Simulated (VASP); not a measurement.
CuAu:

```
Au Cu
1.0
     1.45261    0.83867    4.28436
    -1.45261    0.83867    4.28436
     0.00000   -1.67733    4.28436
Au Cu
1 1
Direct
  0.00000 0.00000 0.00000
  0.50000 0.50000 0.50000
```

Base run:

```yaml
Program: VASP 6.6.1
Functional: PBEsol
Potentials_or_basis: VASP PAW PBE potentials, release 64 (Au, Cu)
Cutoff: 520 eV
k_mesh: 11 × 11 × 11
Occupations: fermi-dirac, width 0.05 eV
Spin: no spin polarisation
```

Its results: band gap on the k mesh zero (band 11 reaches 9.61 eV, above the bottom of band 12 at 5.50 eV); pressure -10.3 GPa.

Q: The run is repeated on the same cell with these changes: functional from PBEsol to r2SCAN. What comes out?

A: Band gap on the k mesh zero (band 11 reaches 9.81 eV, above the bottom of band 12 at 5.44 eV); pressure -6.9 GPa.

Caveats: the PAW data sets were made with another functional, which shifts forces and pressure a little; spin-orbit coupling is left out, which moves the levels of the heavy elements.
